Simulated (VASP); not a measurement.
# CS2 (Cmce) in VASP: notebook, part 2 of 2

VASP 6.6.1.

## (4) Single point, PBEsol (38.00 Å³/atom)

This run uses another cell than the first one, of 38.00 Å³/atom.

INCAR reads:

```
PREC     = Accurate       # precision mode
ENCUT    = 520            # plane-wave cutoff, eV
EDIFF    = 1E-7           # SCF threshold, eV
ISMEAR   = -1             # smearing method
SIGMA    = 0.05           # smearing width, eV
LREAL    = False          # projectors in reciprocal space
LASPH    = True           # aspherical terms in the spheres
NELM     = 100            # most SCF steps
ALGO     = Normal         # electronic algorithm
ISIF     = 2              # what is computed and relaxed
LWAVE    = False          # write WAVECAR
LCHARG   = True           # write CHGCAR
GGA      = PS             # functional
LELF     = True           # ELF
LVHAR    = True         
NBANDS   = 25             # bands
```

KPOINTS reads:

```
Automatic mesh
0
Gamma
  6 6 3
```

POSCAR reads:

```
CS2
1.0
    3.7172921926     -3.0530409488      0.0000000000
    3.7172921926      3.0530409488      0.0000000000
    0.0000000000      0.0000000000     10.0444679542
S C
4 2
Direct
    0.1815210000      0.8184790000      0.8868670000
    0.3184790000      0.6815210000      0.3868670000
    0.6815210000      0.3184790000      0.6131330000
    0.8184790000      0.1815210000      0.1131330000
    0.5000000000      0.5000000000      0.5000000000
    0.0000000000      0.0000000000      0.0000000000
```

Potentials or basis: VASP PAW PBE potentials, release 64 (S, C).

Run with:

```sh
cat potpaw_PBE.64/S/POTCAR potpaw_PBE.64/C/POTCAR > POTCAR
mpirun -np 1 vasp_std > vasp.out
```

OUTCAR:

```text
PREC = Accurate
   ENCUT = 520
   EDIFF = 1E-7
   ISMEAR = -1
   LREAL = False
   LASPH = True
   NELM = 100
   ISIF = 2
   GGA = PS

 ion  position               nearest neighbor table
   1  0.182  0.818  0.887-   6 1.59
   2  0.318  0.682  0.387-   5 1.59
   3  0.682  0.318  0.613-   5 1.59
   4  0.818  0.182  0.113-   6 1.59
   5  0.500  0.500  0.500-   2 1.59   3 1.59
   6  0.000  0.000  0.000-   1 1.59   4 1.59

  LATTYP: Found a base centered orthorhombic cell.
 ALAT       =     6.1060818976
 B/A-ratio  =     1.2175703683
 C/A-ratio  =     1.6449939786

  Lattice vectors:

 A1 = (  -3.7172921926,  -3.0530409488,   0.0000000000)
 A2 = (   3.7172921926,  -3.0530409488,   0.0000000000)
 A3 = (   0.0000000000,   0.0000000000,  10.0444679542)

Analysis of symmetry for initial positions (statically):
=====================================================================
 Subroutine PRICEL returns:
 Original cell was already a primitive cell.

 Routine SETGRP: Setting up the symmetry group for a
[... 179 lines left out ...]
 val. band max:       -2.4552912314   @ k =   0.5000   0.5000   0.0000
 cond. band min:       0.9216665836   @ k =  -0.3333   0.3333   0.0000
 fundamental gap:      3.3769578150
 Fermi energy:        -1.3631649989

 k-point     1 :       0.0000    0.0000    0.0000
  band No.  band energies     occupation
      1     -17.0231      2.00000
      2     -16.9889      2.00000
      3     -14.9449      2.00000
      4     -14.8852      2.00000
      5      -8.7329      2.00000
      6      -8.5341      2.00000
[... 661 lines left out ...]
     24       5.3663      0.00000
     25       5.7927      0.00000

 [... further k-points ...]

------------------------ aborting loop because EDIFF is reached ----------------------------------------

  FORCE on cell =-STRESS in cart. coord.  units (eV):
  Direction    XX          YY          ZZ          XY          YZ          ZX
  --------------------------------------------------------------------------------------
  -------------------------------------------------------------------------------------
  Total       -0.2683893     -5.1741011     -5.4160087      0.0000000      0.0000000      0.0000000
  in kB       -1.8860773    -36.3604481    -38.0604287      0.0000000      0.0000000      0.0000000
  external PRESSURE =     -25.4356514 kB  Pullay stress =       0.0000000 kB

 VOLUME and BASIS-vectors are now :
 -----------------------------------------------------------------------------
  energy-cutoff  :      520.00
  volume of cell :      227.99
      direct lattice vectors                 reciprocal lattice vectors
     3.717292193 -3.053040949  0.000000000     0.134506510 -0.163771141  0.000000000
     3.717292193  3.053040949  0.000000000     0.134506510  0.163771141  0.000000000
     0.000000000  0.000000000 10.044467954     0.000000000  0.000000000  0.099557289

 POSITION                                       TOTAL-FORCE (eV/Angst)
 -----------------------------------------------------------------------------------
      3.71729      1.94466      8.90811         0.000000      1.099419      1.122875
      3.71729      1.10838      3.88587         0.000000     -1.099419      1.122875
      3.71729     -1.10838      6.15859         0.000000      1.099419     -1.122875
      3.71729     -1.94466      1.13636         0.000000     -1.099419     -1.122875
      3.71729      0.00000      5.02223         0.000000     -0.000000      0.000000
      0.00000      0.00000      0.00000         0.000000     -0.000000      0.000000
 -----------------------------------------------------------------------------------
    total drift:                                0.000000     -0.000000     -0.000000

  FREE ENERGIE OF THE ION-ELECTRON SYSTEM (eV)
  ---------------------------------------------------
  free  energy   TOTEN  =       -34.4726928239 eV

  energy  without entropy=      -34.4726928238  energy(sigma->0) =      -34.47269282
```

Run time: 5 min. Hardware: 1 thread of Intel Xeon 8259CL, shared host; peak memory 0.33 GiB.

Results:

| Item | Value |
| --- | --- |
| Free energy | -34.4727 eV |
| Pressure | -2.5 GPa |
| Largest force | 1.571 eV/Å |
| Band gap on the k mesh | 3.38 eV (least direct gap 3.38 eV) |

Forces in eV/Å, atoms in the order of the input:
```
S    0.000  1.099  1.123
S    0.000 -1.099  1.123
S    0.000  1.099 -1.123
S    0.000 -1.099 -1.123
C    0.000  0.000  0.000
C    0.000  0.000  0.000
```

Stress tensor (GPa, compression positive):
```
-0.19  0.00  0.00
 0.00 -3.64  0.00
 0.00  0.00 -3.81
```

Caveat: this functional lacks dispersion, which holds the molecules together, so the pressure and a relaxed volume are unreliable; the PAW data sets were made with another functional, which shifts forces and pressure a little. A k mesh can miss the band edges.

## (5) Single point, HSE06

This run uses another cell than the first one, of 35.85 Å³/atom.

Edit POSCAR of step 4 so:

```diff
@@ -2,5 +2,5 @@
 1.0
-    3.7172921926     -3.0530409488      0.0000000000
-    3.7172921926      3.0530409488      0.0000000000
-    0.0000000000      0.0000000000     10.0444679542
+    3.6457880000     -2.9943140000      0.0000000000
+    3.6457880000      2.9943140000      0.0000000000
+    0.0000000000      0.0000000000      9.8512570000
 S C
```

INCAR.step1 reads:

```
PREC = Accurate ; ENCUT = 520
EDIFF = 1E-5 ; ISMEAR = 0
SIGMA = 0.01 ; LREAL = False
LASPH = True ; NELM = 100
ALGO = Normal ; ISIF = 2
LWAVE = True ; NBANDS = 25
GGA = PE ; KPAR = 4
```

INCAR.step2 reads:

```
PREC = Accurate ; ENCUT = 520
EDIFF = 1E-7 ; ISMEAR = 0
SIGMA = 0.01 ; LREAL = False
LASPH = True ; NELM = 100
ALGO = Normal ; ISIF = 2
LWAVE = False ; LCHARG = True
GGA = PE ; LHFCALC = True
HFSCREEN = 0.2079 ; PRECFOCK = Fast
LVHAR = True ; NBANDS = 25
ISTART = 1 ; KPAR = 4
```

KPOINTS reads:

```
Automatic mesh
0
Gamma
  4 4 2
```

Potentials or basis: VASP PAW PBE potentials, release 64 (S, C).

Run with:

```sh
cat potpaw_PBE.64/S/POTCAR potpaw_PBE.64/C/POTCAR > POTCAR
cp INCAR.step1 INCAR
mpirun -np 4 vasp_std > vasp.out
cp INCAR.step2 INCAR
mpirun -np 4 vasp_std > vasp.out
```

OUTCAR:

```text
PREC = Accurate
   ENCUT = 520
   EDIFF = 1E-7
   ISMEAR = 0
   LREAL = False
   LASPH = True
   NELM = 100
   ISIF = 2
   GGA = PE
   LHFCALC = True
   HFSCREEN = 0.2079
   PRECFOCK = Fast
   ISTART = 1

 ion  position               nearest neighbor table
   1  0.182  0.818  0.887-   6 1.56
   2  0.318  0.682  0.387-   5 1.56
   3  0.682  0.318  0.613-   5 1.56
   4  0.818  0.182  0.113-   6 1.56
   5  0.500  0.500  0.500-   2 1.56   3 1.56
[... 597 lines left out ...]
  --------------------------------------------------------------------------------------
  -------------------------------------------------------------------------------------
  Total       -0.0365606     -2.3172683     -2.4224873      0.0000000      0.0000000      0.0000000
  in kB       -0.2723412    -17.2614198    -18.0451998      0.0000000      0.0000000      0.0000000
  external PRESSURE =     -11.8596536 kB  Pullay stress =       0.0000000 kB

 VOLUME and BASIS-vectors are now :
 -----------------------------------------------------------------------------
  energy-cutoff  :      520.00
  volume of cell :      215.09
      direct lattice vectors                 reciprocal lattice vectors
     3.645788000 -2.994314000  0.000000000     0.137144562 -0.166983155  0.000000000
     3.645788000  2.994314000  0.000000000     0.137144562  0.166983155  0.000000000
     0.000000000  0.000000000  9.851257000     0.000000000  0.000000000  0.101509889

 POSITION                                       TOTAL-FORCE (eV/Angst)
 -----------------------------------------------------------------------------------
      3.64579      1.90725      8.73675         0.000000      0.526430      0.538690
      3.64579      1.08706      3.81113         0.000000     -0.526430      0.538690
      3.64579     -1.08706      6.04013         0.000000      0.526430     -0.538690
      3.64579     -1.90725      1.11450         0.000000     -0.526430     -0.538690
      3.64579      0.00000      4.92563         0.000000      0.000000      0.000000
      0.00000      0.00000      0.00000         0.000000     -0.000000      0.000000
 -----------------------------------------------------------------------------------
    total drift:                                0.000001     -0.000004      0.000000

  FREE ENERGIE OF THE ION-ELECTRON SYSTEM (eV)
  ---------------------------------------------------
  free  energy   TOTEN  =       -40.1676454566 eV

  energy  without entropy=      -40.1676454566  energy(sigma->0) =      -40.16764546
```

OSZICAR.step1:

```text
N       E                     dE             d eps       ncg     rms          rms(c)
DAV:   1     0.187842071527E+03    0.18784E+03   -0.12302E+04   700   0.102E+03
DAV:   2    -0.146776345058E+02   -0.20252E+03   -0.19396E+03  1008   0.193E+02
DAV:   3    -0.352389088463E+02   -0.20561E+02   -0.20374E+02   875   0.672E+01
DAV:   4    -0.356833462533E+02   -0.44444E+00   -0.44345E+00   887   0.121E+01
DAV:   5    -0.356963210635E+02   -0.12975E-01   -0.12968E-01   927   0.195E+00    0.297E+01
DAV:   6    -0.335696024988E+02    0.21267E+01   -0.47253E+00   726   0.133E+01    0.132E+01
DAV:   7    -0.333955285975E+02    0.17407E+00   -0.13682E+00   934   0.646E+00    0.743E+00
DAV:   8    -0.333944822518E+02    0.10463E-02   -0.19603E-01   845   0.215E+00    0.102E+00
DAV:   9    -0.333809769744E+02    0.13505E-01   -0.40744E-02   860   0.997E-01    0.903E-01
DAV:  10    -0.333796076056E+02    0.13694E-02   -0.42995E-03   844   0.367E-01    0.350E-01
DAV:  11    -0.333793268616E+02    0.28074E-03   -0.10149E-03   891   0.162E-01    0.324E-01
DAV:  12    -0.333793023073E+02    0.24554E-04   -0.23315E-04   793   0.961E-02    0.530E-02
DAV:  13    -0.333793081209E+02   -0.58136E-05   -0.36982E-05   912   0.322E-02
   1 F= -.33379308E+02 E0= -.33379308E+02  d E =-.457125E-50
```

It took 5.4 min on 4 MPI ranks of Intel Xeon Platinum 8259CL at 2.50GHz (Skylake/Cascade Lake), shared host; peak memory 0.47 GiB.

What came out:

| Quantity | Value |
| --- | --- |
| Free energy | -40.1676 eV |
| Pressure | -1.2 GPa |
| Largest force | 0.753 eV/Å |
| Band gap on the k mesh | 4.44 eV |

Forces on the atoms (eV/Å):
```
S    0.000  0.526  0.539
S    0.000 -0.526  0.539
S    0.000  0.526 -0.539
S    0.000 -0.526 -0.539
C    0.000  0.000  0.000
C    0.000  0.000  0.000
```

Stress tensor (GPa, compression positive):
```
-0.03  0.00  0.00
 0.00 -1.73  0.00
 0.00  0.00 -1.80
```

Levels at points of the mesh, in eV from the valence-band top:
```csv
k point,band 14,band 15,band 16,band 17,band 18,band 19
"(0.00, 0.00, 0.00)",-0.40,-0.37,-0.21,4.48,4.57,4.83
"(0.50, 0.00, 0.00)",-0.32,-0.15,-0.15,4.58,4.58,4.75
"(0.50, 0.50, 0.00)",-0.51,-0.29,0.00,4.44,4.48,5.23
"(0.00, 0.00, 0.50)",-0.45,-0.29,-0.29,4.65,4.65,4.79
"(0.50, 0.00, 0.50)",-0.37,-0.11,-0.11,4.52,4.52,4.84
"(0.50, 0.50, 0.50)",-0.45,-0.26,-0.26,4.82,4.82,4.87
```

Caveat: this functional lacks dispersion, which holds the molecules together, so the pressure and a relaxed volume are unreliable; the PAW data sets were made with another functional, which shifts forces and pressure a little. A k mesh can miss the band edges.

## (6) The runs side by side

```tsv
level	cell	k mesh	smearing	grid for exact exchange (PRECFOCK)	share of exact exchange	screening parameter	gap on the mesh (eV)	pressure (GPa)	largest force (eV/Å)
PBEsol	a = 4.749, b = 4.749, c = 9.916 Å, angles 90.0, 90.0, 78.8°, 6 atoms	6 × 6 × 3	fermi-dirac 0.05 eV	-	-	-	3.42	-1.2	0.65
PBEsol	a = 4.780, b = 4.780, c = 9.981 Å, angles 90.0, 90.0, 78.8°, 6 atoms	6 × 6 × 3	fermi-dirac 0.05 eV	-	-	-	3.40	-1.9	1.13
PBEsol	a = 4.810, b = 4.810, c = 10.044 Å, angles 90.0, 90.0, 78.8°, 6 atoms	6 × 6 × 3	fermi-dirac 0.05 eV	-	-	-	3.38	-2.5	1.57
HSE06	a = 4.718, b = 4.718, c = 9.851 Å, angles 90.0, 90.0, 78.8°, 6 atoms	4 × 4 × 2	gaussian 0.01 eV	Fast	0.25	0.2079 1/Å	4.44	-1.2	0.75
```

Alike in all rows: task single point; potentials or basis VASP PAW PBE potentials, release 64 (S, C); no spin polarisation; cutoff (eV) 520.

Caveats: this functional lacks dispersion, which holds the molecules together, so the pressure and a relaxed volume are unreliable; the PAW data sets were made with another functional, which shifts forces and pressure a little.

Total energies depend on the potentials used, so only differences within one code and one set of settings carry meaning.
